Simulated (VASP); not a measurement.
Input of a VASP 6.6.1 run:

The input INCAR:

```
SYSTEM = Ir
  AGGAC = 1.0
  AGGAX = 1.0
  ALDAC = 0.0
  ALDAX = 1.0
  ALGO = Normal
  EDIFF = 1E-6
  ENCUT = 520
  GGA = B5
  ISIF = 2
  ISMEAR = -1
  LASPH = .TRUE.
  LCHARG = .FALSE.
  LREAL = .FALSE.
  LWAVE = .FALSE.
  NBANDS = 16
  NELM = 60
  PREC = Accurate
  SIGMA = 0.1
```

Contents of KPOINTS:

```
k-points
0
G
  11 11 11
  0 0 0
```

Contents of POSCAR:

```
Ir
1.0
    0.0000000000      2.8287886692      2.8287886692
    2.8287886692      0.0000000000      2.8287886692
    2.8287886692      2.8287886692      0.0000000000
Ir
2
Direct
    0.1250000000      0.1250000000      0.1250000000
    0.8750000000      0.8750000000      0.8750000000
```

Potentials or basis: VASP PAW PBE potentials, release 64 (Ir).

Launch:

```sh
$ cat potpaw_PBE.64/Ir/POTCAR > POTCAR
$ mpirun -np 1 vasp_std > vasp.out
```

(1) Predict the pressure.

(2) Predict the band gap on the k mesh.

Answers

(1) 0.8 GPa.

(2) zero (band 9 reaches 6.03 eV, above the bottom of band 10 at 4.74 eV).

Caveat: the PAW data sets were made with another functional, which shifts forces and pressure a little; spin-orbit coupling is left out, which moves the levels of the heavy elements.
